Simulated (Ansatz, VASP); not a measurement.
Hf3C2: VASP beside Ansatz

```
Hf C
1.0
     3.30464    0.00000    0.00000
    -1.65232    2.86190    0.00000
     0.00000    0.00000    7.93242
Hf C
3 2
Direct
  0.00000 0.00000 0.00000
  0.33333 0.66667 0.67825
  0.66667 0.33333 0.32175
  0.33333 0.66667 0.17391
  0.66667 0.33333 0.82609
```

Change from the starting cell: species swapped into the Al3Ni2 type (P-3m1, No. 164).

Alike in both runs: functional PBE; k mesh 12 × 12 × 6; occupations gaussian, width 0.1 eV; no spin polarisation.

Ansatz relaxed the structure, and its values are those at the end. VASP's run is a single point on that final structure, the one shown.

|  | VASP | Ansatz |
| --- | --- | --- |
| version | VASP 6.6.1 | Ansatz 0.2.0 |
| potentials or method | VASP PAW PBE potentials, release 64 (Hf_pv, C), cutoff 520 eV | scalar-relativistic, plane waves, PAW |
| valence electrons in the cell | 38 | 86 |

Ansatz gave:

```
gap on the k mesh at the Fermi level (eV) : none
pressure (GPa)                            : 0.0
rms of the force components (eV/Å)        : 0.000
```

What did VASP give for the same quantities?

gap on the k mesh at the Fermi level (eV): none; pressure (GPa): -0.7; rms of the force components (eV/Å): 0.023.

A gap of «none» marks a metal or a gap that the smearing closes. VASP's potentials hold 38 valence electrons a cell and Ansatz's 86, so a difference there can come from the potentials and not from the codes.

Neither program's run includes spin-orbit coupling.
